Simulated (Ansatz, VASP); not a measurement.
**C in VASP and in Ansatz**

```
CELL_PARAMETERS angstrom
0.00000 1.96000 1.64217
1.69514 0.00000 1.64217
1.69514 1.96000 0.00000
ATOMIC_POSITIONS crystal
C 0.50000 0.50000 0.50000
C 0.75000 0.75000 0.75000
```

Change from the starting cell: strain +e along x and -e along y -0.0750, strain +e along z and -e/2 along x and y -0.0700.

Alike in both runs: task single point; functional LDA; k mesh 12 × 12 × 12; occupations gaussian, width 0.05 eV; no spin polarisation.

|  | VASP | Ansatz |
| --- | --- | --- |
| version | VASP 6.6.1 | Ansatz 0.2.0 |
| potentials or method | VASP PAW LDA potentials, release 64 (C), cutoff 520 eV | scalar-relativistic, plane waves, PAW |
| valence electrons in the cell | 8 | 8 |

```tsv
	VASP	Ansatz	Ansatz less VASP
gap on the k mesh at the Fermi level (eV)	1.58	1.59	+0.013
least direct gap on the mesh (eV)	3.91	3.91	-0.002
pressure (GPa)	6.7	5.0	-1.68
traceless stress, the component that is largest in VASP (GPa)	-118.86	-119.02	-0.160
```

Ansatz warns that its potentials were made for another functional, while VASP's fit it. LDA's correlation is that of Perdew and Zunger in VASP and of Perdew and Wang (1992) in Ansatz.
